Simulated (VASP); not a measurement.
# Sn (I4/mmm) in VASP: a series of runs, part 2 of 2

VASP 6.6.1. The steps go on from the part before.

## (4) Single point, PBEsol (strain +0.025 along x and y, -0.050 along z)

Input file INCAR:

```
ALGO     = Fast           # electronic algorithm
EDIFF    = 1E-6           # SCF threshold, eV
ENCUT    = 520            # plane-wave cutoff, eV
GGA      = PS             # functional
ISIF     = 2              # what is computed and relaxed
ISMEAR   = 0              # smearing method
LASPH    = T              # aspherical terms in the spheres
LCHARG   = T              # write CHGCAR
LELF     = T              # ELF
LREAL    = F              # projectors in reciprocal space
LVHAR    = T            
LWAVE    = F              # write WAVECAR
NBANDS   = 13             # bands
NELM     = 60             # most SCF steps
PREC     = Accurate       # precision mode
SIGMA    = 0.15           # smearing width, eV
```

Input file KPOINTS:

```
k-points
0
Gamma
  22 22 22
```

Input file POSCAR:

```
Sn
1.0
   -1.9192048979      1.9192048979      1.7787752712
    1.9192048979     -1.9192048979      1.7787752712
    1.9192048979      1.9192048979     -1.7787752712
Sn
1
Direct
    0.0000000000      0.0000000000      0.0000000000
```

Potentials or basis: VASP PAW PBE potentials, release 64 (Sn_d).

Launch:

```sh
cat potpaw_PBE.64/Sn_d/POTCAR > POTCAR
mpirun -np 1 vasp_std > vasp.out
```

OUTCAR:

```text
EDIFF = 1E-6
   ENCUT = 520
   GGA = PS
   ISIF = 2
   ISMEAR = 0
   LASPH = T
   LREAL = F
   NELM = 60
   PREC = Accurate

 ion  position               nearest neighbor table
   1  0.000  0.000  0.000-

  LATTYP: Found a body centered tetragonal cell.
 ALAT       =     3.8384097958
 C/A-ratio  =     0.9268292683

  Lattice vectors:

 A1 = (  -1.9192048979,   1.9192048979,   1.7787752712)
 A2 = (   1.9192048979,  -1.9192048979,   1.7787752712)
 A3 = (   1.9192048979,   1.9192048979,  -1.7787752712)

Analysis of symmetry for initial positions (statically):
=====================================================================
 Subroutine PRICEL returns:
 Original cell was already a primitive cell.

 Routine SETGRP: Setting up the symmetry group for a
 body centered tetragonal supercell.

 Subroutine GETGRP returns: Found 16 space group operations
 (whereof 16 operations were pure point group operations)
 out of a pool of 16 trial point group operations.

The static configuration has the point symmetry D_4h.

Analysis of symmetry for dynamics (positions and initial velocities):
[... 170 lines left out ...]
      4     -12.9644      2.00000
      5     -12.9205      2.00000
      6      -2.9963      2.00000
      7      16.3690      0.00000
      8      16.3690      0.00000
      9      17.0820      0.00000
     10      20.3862      0.00000
     11      20.4416      0.00000
     12      20.4416      0.00000
     13      21.3307      0.00000
[... 354 lines left out ...]
  band No.  band energies     occupation
      1     -13.1479      2.00000
      2     -13.0781      2.00000
      3     -12.9494      2.00000
      4     -12.9291      2.00000
      5     -12.8550      2.00000
      6       1.2492      2.00000
      7       4.9822      2.00000
      8      11.6522      0.00000
      9      13.3188      0.00000
     10      16.3895      0.00000
     11      17.0143      0.00000
     12      23.3785      0.00000
     13      25.1419      0.00000

 [... further k-points ...]

------------------------ aborting loop because EDIFF is reached ----------------------------------------

  FORCE on cell =-STRESS in cart. coord.  units (eV):
  Direction    XX          YY          ZZ          XY          YZ          ZX
  --------------------------------------------------------------------------------------
  -------------------------------------------------------------------------------------
  Total        0.0295883      0.0295883     -0.1208903      0.0000000     -0.0000000      0.0000000
  in kB        1.8088664      1.8088664     -7.3905783      0.0000000     -0.0000000      0.0000000
  external PRESSURE =      -1.2576151 kB  Pullay stress =       0.0000000 kB

 VOLUME and BASIS-vectors are now :
 -----------------------------------------------------------------------------
  energy-cutoff  :      520.00
  volume of cell :       26.21
      direct lattice vectors                 reciprocal lattice vectors
    -1.919204898  1.919204898  1.778775271     0.000000000  0.260524554  0.281092282
     1.919204898 -1.919204898  1.778775271     0.260524554  0.000000000  0.281092282
     1.919204898  1.919204898 -1.778775271     0.260524554  0.260524554  0.000000000

 POSITION                                       TOTAL-FORCE (eV/Angst)
 -----------------------------------------------------------------------------------
      0.00000      0.00000      0.00000         0.000000      0.000000      0.000000
 -----------------------------------------------------------------------------------
    total drift:                               -0.000000      0.000000      0.000000

  FREE ENERGIE OF THE ION-ELECTRON SYSTEM (eV)
  ---------------------------------------------------
  free  energy   TOTEN  =        -4.2382502983 eV

  energy  without entropy=       -4.2321772380  energy(sigma->0) =       -4.23521377
```

stdout:

```text
POSCAR found type information on POSCAR Sn
 POSCAR found :  1 types and       1 ions
 scaLAPACK will be used
 -----------------------------------------------------------------------------
|                                                                             |
|                                                                             |
|     You enforced a specific xc type in the INCAR file but a different       |
|     I HOPE YOU KNOW WHAT YOU ARE DOING!                                     |
|                                                                             |
 -----------------------------------------------------------------------------

 LDA part: xc-table for (Slater+PW92), standard interpolation
 POSCAR, INCAR and KPOINTS ok, starting setup
 FFT: planning ... GRIDC
 FFT: planning ... GRID_SOFT
 FFT: planning ... GRID
 WAVECAR not read
 entering main loop
WARNING in EDDRMM: call to ZHEGV failed, returncode =   6  3     11
WARNING in EDDRMM: call to ZHEGV failed, returncode =   6  3      9
WARNING in EDDRMM: call to ZHEGV failed, returncode =   6  3      7
WARNING in EDDRMM: call to ZHEGV failed, returncode =   8  4     10
WARNING in EDDRMM: call to ZHEGV failed, returncode =   6  3      9
WARNING in EDDRMM: call to ZHEGV failed, returncode =   6  3     10
WARNING in EDDRMM: call to ZHEGV failed, returncode =   8  4     12
WARNING in EDDRMM: call to ZHEGV failed, returncode =   6  3     10
WARNING in EDDRMM: call to ZHEGV failed, returncode =   6  3     10
WARNING in EDDRMM: call to ZHEGV failed, returncode =   6  3     11
WARNING in EDDRMM: call to ZHEGV failed, returncode =   6  3     11
WARNING in EDDRMM: call to ZHEGV failed, returncode =   6  3     13
WARNING in EDDRMM: call to ZHEGV failed, returncode =   8  4     11
```

It took 2.3 min on 1 thread of AMD EPYC 9R45 (Zen 5), shared host; peak memory 0.32 GiB.

What came out:

- Free energy: -4.2383 eV
- Pressure: -0.1 GPa
- Band gap on the k mesh: zero (bands 7 and 8 overlap by 10.48 eV)

Caveat: the cell differs from its parent crystal (strain +0.025 along x and y, -0.050 along z); the PAW data sets were made with another functional, which shifts forces and pressure a little; spin-orbit coupling is left out, which moves the levels of the heavy elements.

## (5) The runs side by side

```tsv
cell	further INCAR settings	gap on the mesh (eV)	pressure (GPa)
a = 3.193 Å, angles 112.3, 112.3, 104.0°, 1 atom	ALGO = Fast; EDIFF = 1e-07; NBANDS = 13	none	3.3
a = 3.245 Å, angles 111.5, 111.5, 105.4°, 1 atom	ALGO = Fast; EDIFF = 1e-07; NBANDS = 13	none	-0.1
a = 3.245 Å, angles 107.5, 107.5, 113.5°, 1 atom	ALGO = Fast; EDIFF = 1e-06; NBANDS = 13	none	-0.1
```

Alike in all rows: task single point; level PBEsol; potentials or basis VASP PAW PBE potentials, release 64 (Sn_d); no spin polarisation; k mesh 22 × 22 × 22; cutoff (eV) 520; smearing gaussian 0.15 eV.

Caveats: the PAW data sets were made with another functional, which shifts forces and pressure a little; spin-orbit coupling is left out, which moves the levels of the heavy elements; the cell stands under pressure (at least some runs).

Total energies depend on the potentials used, so only differences within one code and one set of settings carry meaning.
